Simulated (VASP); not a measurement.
# Ag (Fd-3m) in VASP: further runs, part 2 of 2

VASP 6.6.1.

## 7. Relaxation of cell and atoms, RPBE

This run uses another cell than the first one, of 23.03 Å³/atom, 0.740 times its volume.

INCAR

```
ALGO = Normal
EDIFF = 1E-7
EDIFFG = -0.01
ENCUT = 600
GGA = RP
IBRION = 2
ISIF = 3
ISMEAR = -1
LASPH = True
LCHARG = False
LREAL = False
LWAVE = False
NELM = 100
NSW = 80
PREC = Accurate
SIGMA = 0.1
```

KPOINTS

```
k-points
0
Gamma
  10 10 10
```

POSCAR

```
Ag
1.0
    0.0000000000      2.8449690438      2.8449690438
    2.8449690438      0.0000000000      2.8449690438
    2.8449690438      2.8449690438      0.0000000000
Ag
2
Direct
    0.1250000000      0.1250000000      0.1250000000
    0.8750000000      0.8750000000      0.8750000000
```

Potentials or basis: VASP PAW PBE potentials, release 64 (Ag).

Command:

```sh
cat potpaw_PBE.64/Ag/POTCAR > POTCAR
mpirun -np 1 vasp_std > vasp.out
```

OUTCAR:

```text
EDIFF = 1E-7
   EDIFFG = -0.01
   ENCUT = 600
   GGA = RP
   IBRION = 2
   ISIF = 3
   ISMEAR = -1
   LASPH = True
   LREAL = False
   NELM = 100
   NSW = 80
   PREC = Accurate

 ion  position               nearest neighbor table
   1  0.125  0.125  0.125-   2 2.46   2 2.46   2 2.46   2 2.46
   2  0.875  0.875  0.875-   1 2.46   1 2.46   1 2.46   1 2.46

  LATTYP: Found a face centered cubic cell.
 ALAT       =     5.6899380876

  Lattice vectors:

 A1 = (   0.0000000000,   2.8449690438,   2.8449690438)
 A2 = (   2.8449690438,   0.0000000000,   2.8449690438)
 A3 = (   2.8449690438,   2.8449690438,   0.0000000000)

Analysis of symmetry for initial positions (statically):
=====================================================================
 Subroutine PRICEL returns:
 Original cell was already a primitive cell.

 Routine SETGRP: Setting up the symmetry group for a
 face centered cubic supercell.

 Subroutine GETGRP returns: Found 48 space group operations
 (whereof 12 operations were pure point group operations)
 out of a pool of 48 trial point group operations.

The static configuration has the point symmetry D_3d.
 The point group associated with its full space group is O_h .

Analysis of symmetry for dynamics (positions and initial velocities):
=====================================================================
 Subroutine PRICEL returns:
 Original cell was already a primitive cell.

 Routine SETGRP: Setting up the symmetry group for a
 face centered cubic supercell.

 Subroutine GETGRP returns: Found 48 space group operations
 (whereof 12 operations were pure point group operations)
 out of a pool of 48 trial point group operations.

The dynamic configuration has the point symmetry D_3d.
 The point group associated with its full space group is O_h .

 Subroutine INISYM returns: Found 48 space group operations
 (whereof 12 operations are pure point group operations),
 and found     1 'primitive' translations

----------------------------------------------------------------------------------------
[... 105 lines left out ...]
   NUPDOWN=      -1.0000    fix difference up-down
   EMIN   =  10.00;   EMAX   =-10.00  energy-range for DOS
   EFERMI =   0.00;   METHOD = LEGACY
   ISMEAR =    -1;   SIGMA  =   0.10  broadening in eV -4-tet -1-fermi 0-gaus
   EFERMI_NEDOS =   21; number of points for ismear=-14 and -15
   IALGO  =     38    algorithm
   IMIX   =      4    mixing-type and parameters
     AMIX     =   0.40;   BMIX     =  1.00
     AMIX_MAG =   1.60;   BMIX_MAG =  1.00
  volume/ion in A,a.u.               =      23.03       155.39
  Fermi-wavevector in a.u.,A,eV,Ry     =   1.279759  2.418394 22.283391  1.637783
  Thomas-Fermi vector in A             =   2.412226
   LORBIT       =      0    0 simple, 1 ext, 2 COOP (PROOUT), +10 PAW based schemes
   GGA     = RP    functional components
   LHFCALC =     F    Hartree Fock is set to
   AEXX    =    0.0000 exact exchange contribution
   IVDW    =     0    specifies the selected vdW correction
   LEPSILON=     F    determine dielectric tensor
   LRPA    =     F    only Hartree local field effects (RPA)
 conjugate gradient relaxation of ions
 non-spin polarized calculation
  energy-cutoff  :      600.00
  volume of cell :       46.05
 maximum number of plane-waves:      1572
   NGX = 17   NGY = 17   NGZ = 17

--------------------------------------- Ionic step        1  -------------------------------------------

 number of electron      21.9999998 magnetization

 Free energy of the ion-electron system (eV)
  ---------------------------------------------------
  ext. energy  EPLUGINS =         0.00000000
  ---------------------------------------------------
  free energy    TOTEN  =        -2.31033368 eV

  energy without entropy =       -2.29337833  energy(sigma->0) =       -2.30185601

 E-fermi :   5.1984     XC(G=0): -10.0289

 val. band max:        5.0460924152   @ k =  -0.3000   0.4000   0.1000
 cond. band min:       5.2534907507   @ k =  -0.3000   0.4000   0.2000
 fundamental gap:      0.2073983355
 Fermi energy:         5.1983809723

 k-point     1 :       0.0000    0.0000    0.0000
  band No.  band energies     occupation
      1      -0.7463      2.00000
      2      -0.3565      2.00000
      3      -0.3565      2.00000
      4      -0.2809      2.00000
      5      -0.2809      2.00000
      6      -0.2809      2.00000
      7       1.5417      2.00000
      8       1.5417      2.00000
      9       1.5417      2.00000
     10       2.4789      2.00000
     11       2.4789      2.00000
     12      15.5767      0.00000
     13      15.5767      0.00000
     14      15.5767      0.00000
[... 522 lines left out ...]
--------------------------------------- Ionic step        4  -------------------------------------------

 number of electron      21.9999997 magnetization

 Free energy of the ion-electron system (eV)
  ---------------------------------------------------
  ext. energy  EPLUGINS =         0.00000000
  ---------------------------------------------------
  free energy    TOTEN  =        -3.10025372 eV

  energy without entropy =       -3.08111960  energy(sigma->0) =       -3.09068666

 E-fermi :   2.3135     XC(G=0):  -8.2187

 val. band max:        2.2883901093   @ k =   0.5000   0.1000   0.0000
 cond. band min:       2.3188980878   @ k =  -0.4000   0.2000   0.1000
 fundamental gap:      0.0305079785
 Fermi energy:         2.3134676786

 k-point     1 :       0.0000    0.0000    0.0000
  band No.  band energies     occupation
      1      -2.0115      2.00000
      2      -2.0115      2.00000
      3      -2.0115      2.00000
      4      -2.0036      2.00000
      5      -2.0036      2.00000
      6      -1.9967      2.00000
      7      -0.9098      2.00000
      8      -0.9098      2.00000
      9      -0.9098      2.00000
     10      -0.4596      2.00000
     11      -0.4596      2.00000
     12      10.2538      0.00000
     13      10.2538      0.00000
     14      10.2538      0.00000
[... 444 lines left out ...]
  FREE ENERGIE OF THE ION-ELECTRON SYSTEM (eV)
  ---------------------------------------------------
  free  energy   TOTEN  =        -3.1002537227 eV

  energy  without entropy=       -3.0811195976  energy(sigma->0) =       -3.09068666

 reached required accuracy - stopping structural energy minimisation
```

OSZICAR:

```text
N       E                     dE             d eps       ncg     rms          rms(c)
DAV:   1     0.128561788587E+03    0.12856E+03   -0.12384E+04  1410   0.155E+03
DAV:   2    -0.915093383685E+00   -0.12948E+03   -0.12432E+03  1480   0.294E+02
DAV:   3    -0.253117322435E+01   -0.16161E+01   -0.16136E+01  1662   0.391E+01
[... 38 lines left out ...]
DAV:   4    -0.310024476504E+01    0.49947E-03   -0.10004E-03  1522   0.240E-01    0.285E-02
DAV:   5    -0.310024917629E+01   -0.44113E-05   -0.17953E-04  1599   0.125E-01    0.157E-02
DAV:   6    -0.310025334717E+01   -0.41709E-05   -0.39514E-05  1578   0.596E-02    0.277E-03
DAV:   7    -0.310025336660E+01   -0.19430E-07   -0.13103E-06  1606   0.867E-03    0.138E-03
DAV:   8    -0.310025370388E+01   -0.33728E-06   -0.63429E-07  1515   0.497E-03    0.283E-04
DAV:   9    -0.310025372273E+01   -0.18848E-07   -0.28159E-09   950   0.373E-04
   4 F= -.31002537E+01 E0= -.30906867E+01  d E =-.789920E+00
```

CONTCAR:

```text
Ag
   1.00000000000000
     0.0000000000000000    3.1919933072197568    3.1919933072197568
     3.1919933072197568   -0.0000000000000000    3.1919933072197568
     3.1919933072197568    3.1919933072197568   -0.0000000000000000
  Ag
     2
Direct
     0.1250000000000000    0.1250000000000000    0.1250000000000000
     0.8750000000000000    0.8750000000000000    0.8750000000000000

  0.00000000E+00  0.00000000E+00  0.00000000E+00
  0.00000000E+00  0.00000000E+00  0.00000000E+00
```

Run time: 72 s. Hardware: 1 thread of Intel Xeon 6975P-C, shared host; peak memory 0.2 GiB.

Results:

```
Free energy                            : -3.1003 eV
Relaxed volume                         : 32.52 Å³/atom
Relaxed cell                           : a = 4.514 Å, b = 4.514 Å, c = 4.514 Å, α = 60.00°, β = 60.00°, γ = 60.00°
Space group after relaxing (to 0.05 Å) : Fd-3m (No. 227)
Energy gained by relaxing              : 395.0 meV/atom
Ionic steps                            : 4
Pressure after relaxing                : 0.0 GPa
Band gap on the k mesh                 : zero (band 11 reaches 2.61 eV, above the bottom of band 12 at 1.96 eV)
```

Step by step:
```
step  energy change (eV)  largest force (eV/Å)  pressure (GPa)  volume (Å³)
   1              0.0000                0.0000           19.73        46.05
   2             -0.7833                0.0000           -0.76        67.65
   3             -0.7889                0.0000            0.34        63.98
   4             -0.7899                0.0000           -0.02        65.05
```

Final structure:
```
Ag
1.0
     0.00000    3.19199    3.19199
     3.19199    0.00000    3.19199
     3.19199    3.19199    0.00000
Ag
2
Direct
  0.12500 0.12500 0.12500
  0.87500 0.87500 0.87500
```

Caveat: the volume moved by over 15 % at a fixed basis, so the end points are rough; the PAW data sets were made with another functional, which shifts forces and pressure a little.

## 8. Summary

```tsv
task	cell	cutoff (eV)	gap on the mesh (eV)	pressure (GPa)
single point	a = 4.448 Å, angles 60.0°, 2 atoms	520	none	1.0
single point	a = 4.509 Å, angles 60.0°, 2 atoms	520	none	0.0
single point	a = 4.568 Å, angles 60.0°, 2 atoms	520	none	-0.7
single point	a = 4.683 Å, angles 60.0°, 2 atoms	520	none	-1.8
relaxation of cell and atoms	relaxed from a = 4.023 Å, angles 60.0°, 2 atoms	600	none	0.0
```

Alike in all rows: level RPBE; potentials or basis VASP PAW PBE potentials, release 64 (Ag); no spin polarisation; k mesh 10 × 10 × 10; smearing fermi-dirac 0.1 eV.

Caveats: the PAW data sets were made with another functional, which shifts forces and pressure a little; the volume moved by over 15 % at a fixed basis, so the end points are rough (some runs).

Total energies depend on the potentials used, so only differences within one code and one set of settings carry meaning.
